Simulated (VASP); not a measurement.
# TlSi2 (Fm-3m) in VASP: a series of runs, part 2 of 2

VASP 6.6.1. Earlier steps stand in the parts before.

## (4) Relaxation of cell and atoms, PBE

Contents of INCAR:

```
  PREC = Accurate
  ENCUT = 600
  EDIFF = 1E-7
  ISMEAR = 0
  SIGMA = 0.1
  LREAL = F
  LASPH = T
  NELM = 60
  ALGO = Normal
  ISIF = 3
  LWAVE = F
  LCHARG = F
  GGA = PE
  IBRION = 2
  NSW = 90
  EDIFFG = -0.04
```

Contents of KPOINTS:

```
regular mesh
0
Gamma
  6 6 6
```

Contents of POSCAR:

```
TlSi2
1.0
    0.0000000000      3.0657570054      3.0657570054
    3.0657570054      0.0000000000      3.0657570054
    3.0657570054      3.0657570054      0.0000000000
Tl Si
1 2
Direct
    0.0000000000      0.0000000000      0.0000000000
    0.2500000000      0.2500000000      0.2500000000
    0.7500000000      0.7500000000      0.7500000000
```

Run with:

```console
$ cat potpaw_PBE.64/Tl_d/POTCAR potpaw_PBE.64/Si/POTCAR > POTCAR
$ mpirun -np 1 vasp_std > vasp.out
```

Wall time 1.9 min (1 thread of Intel Xeon 8259CL, shared host); peak memory 0.22 GiB.

It converged, with:

* Free energy: -10.1284 eV
* Relaxed volume: 24.88 Å³/atom
* Relaxed cell: a = 4.726 Å, b = 4.726 Å, c = 4.726 Å, α = 60.00°, β = 60.00°, γ = 60.00°
* Space group after relaxing (to 0.1 Å): Fm-3m (No. 225)
* Energy gained by relaxing: 302.0 meV/atom
* Ionic steps: 4
* Pressure after relaxing: 0.0 GPa
* Band gap on the k mesh: zero (an odd number of electrons rules out a gap without spin polarisation)

The path:
```csv
step,energy change (eV),largest force (eV/Å),pressure (GPa),volume (Å³)
1,0.0000,0.0000,21.81,57.63
2,-0.8058,0.0000,-3.79,82.30
3,-0.9058,0.0000,0.27,74.15
4,-0.9061,0.0000,-0.04,74.63
```

Final structure:
```
CELL_PARAMETERS angstrom
0.00000 3.34160 3.34160
3.34160 0.00000 3.34160
3.34160 3.34160 0.00000
ATOMIC_POSITIONS crystal
Tl 0.00000 0.00000 0.00000
Si 0.25000 0.25000 0.25000
Si 0.75000 0.75000 0.75000
```

Levels at points of the mesh, in eV from the Fermi level:
```
           k point  band 7  band 8  band 9  band 10  band 11  band 12  band 13  band 14
(0.00, 0.00, 0.00)   -4.54   -0.60   -0.60    -0.60    -0.60     0.36     0.36     0.36
(0.50, 0.00, 0.00)   -8.11   -3.48   -1.78    -1.78    -0.34     0.02     0.02     3.94
(0.50, 0.50, 0.00)   -7.59   -5.58   -3.51    -3.51    -0.34     3.53     3.53     4.03
```

Caveat: the volume moved by over 15 % at a fixed basis, so the end points are rough; spin-orbit coupling is left out, which moves the levels of the heavy elements; an odd number of electrons without spin polarisation forces a metal; a magnetic or distorted state may lie lower.

## (5) Single point, PBE

This run uses another cell than the first one, of 24.78 Å³/atom.

Contents of INCAR:

```
SYSTEM = TlSi2
PREC     = Accurate       ! precision mode
ENCUT    = 520            ! plane-wave cutoff, eV
EDIFF    = 1E-7           ! SCF threshold, eV
ISMEAR   = 0              ! smearing method
SIGMA    = 0.1            ! smearing width, eV
LREAL    = .FALSE.        ! projectors in reciprocal space
LASPH    = .TRUE.         ! aspherical terms in the spheres
NELM     = 60             ! most SCF steps
ALGO     = Normal         ! electronic algorithm
ISIF     = 2              ! what is computed and relaxed
LWAVE    = .FALSE.        ! write WAVECAR
LCHARG   = .FALSE.        ! write CHGCAR
GGA      = PE             ! functional
NBANDS   = 18             ! bands
```

Contents of KPOINTS:

```
regular mesh
0
G
  12 12 12
  0 0 0
```

Contents of POSCAR:

```
TlSi2
1.0
    0.0000000000      3.3371433366      3.3371433366
    3.3371433366      0.0000000000      3.3371433366
    3.3371433366      3.3371433366      0.0000000000
Tl Si
1 2
Direct
    0.0000000000      0.0000000000      0.0000000000
    0.2500000000      0.2500000000      0.2500000000
    0.7500000000      0.7500000000      0.7500000000
```

Run with:

```console
$ cat potpaw_PBE.64/Tl_d/POTCAR potpaw_PBE.64/Si/POTCAR > POTCAR
$ mpirun -np 1 vasp_std > vasp.out
```

It took 2.3 min on 1 thread of Intel Xeon 8259CL, shared host; peak memory 0.26 GiB.

It converged, with:

```yaml
Free_energy: -10.1714 eV
Pressure: -0.1 GPa
Band_gap_on_the_k_mesh: zero (an odd number of electrons rules out a gap without spin polarisation)
```

Levels at points of the mesh, in eV from the Fermi level:
```tsv
k point	band 8	band 9	band 10	band 11	band 12	band 13	band 14	band 15
(0.00, 0.00, 0.00)	-0.53	-0.53	-0.53	-0.50	0.43	0.43	0.43	2.99
(0.50, 0.00, 0.00)	-3.40	-1.72	-1.72	-0.27	0.09	0.09	4.04	5.70
(0.50, 0.50, 0.00)	-5.50	-3.46	-3.46	-0.27	3.62	3.62	4.11	6.36
```

Caveat: spin-orbit coupling is left out, which moves the levels of the heavy elements; an odd number of electrons without spin polarisation forces a metal; a magnetic or distorted state may lie lower.

## (6) Relaxation of cell and atoms, PBE

This run uses another cell than the first one, of 24.69 Å³/atom.

Contents of INCAR:

```
ALGO = Normal
EDIFF = 1E-6
EDIFFG = -0.01
ENCUT = 600
GGA = PE
IBRION = 2
ISIF = 3
ISMEAR = 0
LASPH = True
LCHARG = False
LREAL = False
LWAVE = False
NELM = 60
NSW = 100
PREC = Accurate
SIGMA = 0.1
```

Contents of KPOINTS:

```
k-points
0
Gamma
  12 12 12
```

Contents of POSCAR:

```
TlSi2
1.0
    0.0000000000      3.3332166593      3.3332166593
    3.3332166593      0.0000000000      3.3332166593
    3.3332166593      3.3332166593      0.0000000000
Tl Si
1 2
Direct
    0.0000000000      0.0000000000      0.0000000000
    0.2500000000      0.2500000000      0.2500000000
    0.7500000000      0.7500000000      0.7500000000
```

Potentials or basis: VASP PAW PBE potentials, release 64 (Tl_d, Si).

Run with:

```console
$ cat potpaw_PBE.64/Tl_d/POTCAR potpaw_PBE.64/Si/POTCAR > POTCAR
$ mpirun -np 1 vasp_std > vasp.out
```

Wall time 3.4 min (1 thread of Intel Xeon 8259CL, shared host); peak memory 0.3 GiB.

It converged, with:

| Quantity | Value |
| --- | --- |
| Free energy | -10.1714 eV |
| Relaxed volume | 24.76 Å³/atom |
| Relaxed cell | a = 4.719 Å, b = 4.719 Å, c = 4.719 Å, α = 60.00°, β = 60.00°, γ = 60.00° |
| Space group after relaxing (to 0.1 Å) | Fm-3m (No. 225) |
| Energy gained by relaxing | 0.0 meV/atom |
| Ionic steps | 2 |
| Pressure after relaxing | 0.0 GPa |
| Band gap on the k mesh | zero (an odd number of electrons rules out a gap without spin polarisation) |

Final structure:
```
Tl Si
1.0
     0.00000    3.33656    3.33656
     3.33656    0.00000    3.33656
     3.33656    3.33656    0.00000
Tl Si
1 2
Direct
  0.00000 0.00000 0.00000
  0.25000 0.25000 0.25000
  0.75000 0.75000 0.75000
```

Levels at points of the mesh, in eV from the Fermi level:
```csv
k point,band 9,band 10,band 11,band 12,band 13,band 14
"(0.00, 0.00, 0.00)",-0.53,-0.53,-0.50,0.43,0.43,0.43
"(0.50, 0.00, 0.00)",-1.72,-1.72,-0.27,0.09,0.09,4.04
"(0.50, 0.50, 0.00)",-3.46,-3.46,-0.27,3.62,3.62,4.11
```

Caveat: spin-orbit coupling is left out, which moves the levels of the heavy elements; an odd number of electrons without spin polarisation forces a metal; a magnetic or distorted state may lie lower.

## (7) The runs side by side

| task | cell | k mesh | cutoff (eV) | gap on the mesh (eV) | pressure (GPa) | relaxed volume (Å³/atom) |
| --- | --- | --- | --- | --- | --- | --- |
| single point | a = 4.336 Å, angles 60.0°, 3 atoms | 6 × 6 × 6 | 520 | none | 21.8 | - |
| single point | a = 4.714 Å, angles 60.0°, 3 atoms | 6 × 6 × 6 | 520 | none | 0.3 | - |
| relaxation of cell and atoms | relaxed from a = 4.336 Å, angles 60.0°, 3 atoms | 6 × 6 × 6 | 600 | none | 0.0 | 24.88 |
| single point | a = 4.719 Å, angles 60.0°, 3 atoms | 12 × 12 × 12 | 520 | none | -0.1 | - |
| relaxation of cell and atoms | relaxed from a = 4.714 Å, angles 60.0°, 3 atoms | 12 × 12 × 12 | 600 | none | 0.0 | 24.76 |

Alike in all rows: level PBE; potentials or basis VASP PAW PBE potentials, release 64 (Tl_d, Si); no spin polarisation; smearing gaussian 0.1 eV.

Caveats: spin-orbit coupling is left out, which moves the levels of the heavy elements; an odd number of electrons without spin polarisation forces a metal; a magnetic or distorted state may lie lower; the cell stands under pressure (at least some runs); the volume moved by over 15 % at a fixed basis, so the end points are rough (at least some runs).

Total energies depend on the potentials used, so only differences within one code and one set of settings carry meaning.
